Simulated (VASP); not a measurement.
The system is Li.

```
Li
1.0
     5.65100    0.00000    0.00000
    -2.82550    4.89391    0.00000
     0.00000    0.00000    4.11336
Li
5
Direct
  0.33333 0.66667 0.50819
  0.66667 0.33333 0.49181
  0.00000 0.66666 0.00000
  0.33333 0.33333 0.00000
  0.66666 0.00000 0.00000
```

- Program: VASP 6.6.1
- Task: relaxation of cell and atoms
- Functional: PBE
- Potentials or basis: VASP PAW PBE potentials, release 64 (Li_sv)
- Cutoff: 600 eV
- k mesh: 6 × 6 × 4
- Occupations: gaussian, width 0.1 eV
- Spin: no spin polarisation

At the start: pressure -0.0 GPa; volume 22.75 Å³/atom.

Question: How do energy, volume and symmetry change on relaxing?

Answer: Over 11 steps the energy falls by 30.7 meV/atom and the volume is 21.11 Å³/atom (-7.2 %); space group P-62m (No. 189, to 0.05 Å).

Step by step:
```csv
step,energy change (eV),largest force (eV/Å),pressure (GPa),volume (Å³)
1,0.0000,0.3680,-0.02,113.76
2,-0.0226,0.3373,-0.10,113.71
3,-0.0748,0.2302,-0.29,113.54
4,-0.0968,0.0574,-0.47,113.10
5,-0.1027,0.0533,-0.44,113.27
6,-0.1135,0.0452,-0.26,110.84
7,-0.1271,0.0157,0.22,105.14
8,-0.1391,0.0305,0.19,104.92
9,-0.1495,0.0908,0.15,103.92
10,-0.1503,0.0780,0.15,104.10
11,-0.1537,0.0118,-0.08,105.54
```

Final structure:
```yaml
crystal:
  lattice:
    - [5.68225, 0.00000, 0.00000]
    - [-2.84113, 4.92097, 0.00000]
    - [0.00000, 0.00000, 3.77448]
  atoms:
    - { symbol: Li, position: [0.33333, 0.66667, 0.49956] }
    - { symbol: Li, position: [0.66667, 0.33333, 0.50044] }
    - { symbol: Li, position: [0.00000, 0.71410, 0.00000] }
    - { symbol: Li, position: [0.28590, 0.28590, 0.00000] }
    - { symbol: Li, position: [0.71410, 0.00000, 0.00000] }
```

Caveat: the k points lie up to 0.42 Å⁻¹ apart in the final cell; the cutoff is under 1.25 times the usual one of these potentials, so pressure, stress and relaxed cells hold a basis-set (Pulay) error.
